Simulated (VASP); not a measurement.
A run of VASP 6.6.1:

Contents of INCAR:

```
SYSTEM = TiSi2
PREC = Accurate ; ENCUT = 520
EDIFF = 1E-8 ; ISMEAR = -1
SIGMA = 0.08 ; LREAL = .False.
LASPH = .True. ; NELM = 100
ALGO = Normal ; ISIF = 2
LWAVE = .False. ; LCHARG = .False.
GGA = PE ; LEFG = .True.
NBANDS = 29
```

The input KPOINTS:

```
regular mesh
0
Gamma
  8 8 8
  0 0 0
```

Contents of POSCAR:

```
TiSi2
1.0
    0.0000000000      4.1316811636      4.2756579113
    2.3944286297      0.0000000000      4.2756579113
    2.3944286297      4.1316811636      0.0000000000
Ti Si
2 4
Direct
    0.7500000000      0.7500000000      0.7500000000
    0.5000000000      0.5000000000      0.5000000000
    0.0830000000      0.4170000000      0.0830000000
    0.4170000000      0.0830000000      0.4170000000
    0.1670000000      0.8330000000      0.1670000000
    0.8330000000      0.1670000000      0.8330000000
```

Potentials or basis: VASP PAW PBE potentials, release 64 (Ti_sv, Si).

Command:

```console
$ cat potpaw_PBE.64/Ti_sv/POTCAR potpaw_PBE.64/Si/POTCAR > POTCAR
$ mpirun -np 1 vasp_std > vasp.out
```

Hardware: 1 thread of Intel(R) Xeon(R) Platinum 8488C (Sapphire Rapids), on a shared host.

Task: How long does it take, and how much memory?

Result: Wall time 4.5 min on 1 thread of Intel(R) Xeon(R) Platinum 8488C (Sapphire Rapids), on a shared host, peak memory 0.36 GiB. Counts: scf iterations 18, k points 95.
